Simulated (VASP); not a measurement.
## Si62P (a cell with a defect): single point with PBE

The system is Si62P (a cell with a defect).

```xyz
63
Lattice="10.8600 0.0000 0.0000 0.0000 10.8600 0.0000 0.0000 0.0000 10.8600" Properties=species:S:1:pos:R:3 pbc="T T T"
Si    5.4396    0.0011    0.0011
Si    6.7978    1.3514    1.3514
Si    8.2092    2.6564    0.0041
Si    9.5459    4.0435    1.3533
Si    8.2092    0.0041    2.6564
Si    9.5459    1.3533    4.0435
Si    2.6989    2.6989    0.1011
Si    4.0841    4.0841    1.3874
Si    5.4189    5.4189   -0.0133
Si    6.7713    6.7713    1.3355
Si    8.1428    8.1428   -0.0105
Si    9.5570    9.5570    1.1958
Si    2.6989    0.1011    2.6989
Si    4.0841    1.3874    4.0841
Si    5.4639    2.7269    2.7269
Si    6.8160    4.0809    4.0809
Si    8.1659    5.4304    2.6966
Si    9.5128    6.8125    4.0366
Si    5.4189   -0.0133    5.4189
Si    6.7713    1.3355    6.7713
Si    8.1659    2.6966    5.4304
Si    9.5128    4.0366    6.8125
Si    8.1428   -0.0105    8.1428
Si    9.5570    1.1958    9.5570
Si    0.0011    5.4396    0.0011
Si    1.3514    6.7978    1.3514
Si    2.6564    8.2092    0.0041
Si    4.0435    9.5459    1.3533
Si    0.1011    2.6989    2.6989
Si    1.3874    4.0841    4.0841
Si    2.7269    5.4639    2.7269
Si    4.0809    6.8160    4.0809
Si    5.4304    8.1659    2.6966
Si    6.8125    9.5128    4.0366
Si    0.0011    0.0011    5.4396
Si    1.3514    1.3514    6.7978
Si    2.7269    2.7269    5.4639
Si    4.0809    4.0809    6.8160
Si    5.4270    5.4270    5.4270
Si    6.7739    6.7739    6.7739
Si    8.1397    8.1397    5.4125
Si    9.4906    9.4906    6.7746
Si    2.6564    0.0041    8.2092
Si    4.0435    1.3533    9.5459
Si    5.4304    2.6966    8.1659
Si    6.8125    4.0366    9.5128
Si    8.1397    5.4125    8.1397
Si    9.4906    6.7746    9.4906
Si    0.0041    8.2092    2.6564
Si    1.3533    9.5459    4.0435
Si   -0.0133    5.4189    5.4189
Si    1.3355    6.7713    6.7713
Si    2.6966    8.1659    5.4304
Si    4.0366    9.5128    6.8125
Si    0.0041    2.6564    8.2092
Si    1.3533    4.0435    9.5459
Si    2.6966    5.4304    8.1659
Si    4.0366    6.8125    9.5128
Si    5.4125    8.1397    8.1397
Si    6.7746    9.4906    9.4906
Si   -0.0105    8.1428    8.1428
Si    1.1958    9.5570    9.5570
P     1.3166    1.3166    1.3166
```

| Item | Value |
| --- | --- |
| Program | VASP 6.6.1 |
| Task | single point |
| Functional | PBE |
| Potentials or basis | VASP PAW PBE potentials, release 64 (Si, P) |
| Cutoff | 520 eV |
| k mesh | 1 × 1 × 1 |
| Occupations | gaussian, width 0.02 eV |
| Spin | no spin polarisation |
| Dipole correction | no |
| Charge | -1 |
| Further INCAR settings | LREAL = Auto; ALGO = Normal; EDIFF = 1e-07; NBANDS = 164; NELECT = 254.0 |

```yaml
Largest_force: 0.024 eV/Å
```

Forces on the atoms (eV/Å):
```
Si   0.009  0.001  0.001
Si   0.004 -0.002 -0.002
Si  -0.005  0.002 -0.004
Si  -0.003 -0.004 -0.006
Si  -0.005 -0.004  0.002
Si  -0.003 -0.006 -0.004
Si  -0.009 -0.009 -0.001
Si   0.003  0.003 -0.005
Si   0.002  0.002  0.005
Si   0.003  0.003  0.006
Si  -0.002 -0.002  0.000
Si   0.006  0.006 -0.005
Si  -0.009 -0.001 -0.009
Si   0.003 -0.005  0.003
Si   0.001 -0.005 -0.005
Si  -0.004  0.006  0.006
Si   0.000 -0.004 -0.005
Si   0.003 -0.001  0.012
Si   0.002  0.005  0.002
Si   0.003  0.006  0.003
Si   0.000 -0.005 -0.004
Si   0.003  0.012 -0.001
Si  -0.002  0.000 -0.002
Si   0.006 -0.005  0.006
Si   0.001  0.009  0.001
Si  -0.002  0.004 -0.002
Si   0.002 -0.005 -0.004
Si  -0.004 -0.003 -0.006
Si  -0.001 -0.009 -0.009
Si  -0.005  0.003  0.003
Si  -0.005  0.001 -0.005
Si   0.006 -0.004  0.006
Si  -0.004  0.000 -0.005
Si  -0.001  0.003  0.012
Si   0.001  0.001  0.009
Si  -0.002 -0.002  0.004
Si  -0.005 -0.005  0.001
Si   0.006  0.006 -0.004
Si  -0.005 -0.005 -0.005
Si   0.008  0.008  0.008
Si  -0.004 -0.004  0.001
Si  -0.001 -0.001  0.005
Si   0.002 -0.004 -0.005
Si  -0.004 -0.006 -0.003
Si  -0.004 -0.005  0.000
Si  -0.001  0.012  0.003
Si  -0.004  0.001 -0.004
Si  -0.001  0.005 -0.001
Si  -0.004 -0.005  0.002
Si  -0.006 -0.003 -0.004
Si   0.005  0.002  0.002
Si   0.006  0.003  0.003
Si  -0.005  0.000 -0.004
Si   0.012  0.003 -0.001
Si  -0.004  0.002 -0.005
Si  -0.006 -0.004 -0.003
Si  -0.005 -0.004  0.000
Si   0.012 -0.001  0.003
Si   0.001 -0.004 -0.004
Si   0.005 -0.001 -0.001
Si   0.000 -0.002 -0.002
Si  -0.005  0.006  0.006
P    0.014  0.014  0.014
```

Levels at points of the mesh, in eV from the Fermi level:
```
           k point  band 126  band 127  band 128  band 129  band 130  band 131
(0.00, 0.00, 0.00)     -0.49      0.00      0.00      0.10      0.10      0.10
```

Run time: 5.8 min on 1 thread of Intel(R) Xeon(R) Platinum 8259CL CPU @ 2.50GHz (Skylake/Cascade Lake), on a shared host, peak memory 1 GiB.

Caveat: the k points lie up to 0.58 Å⁻¹ apart; the cell carries a net charge on a neutralising background, which shifts energy and pressure; the cell is charged against a uniform background, so pressure and absolute levels hang on convention.
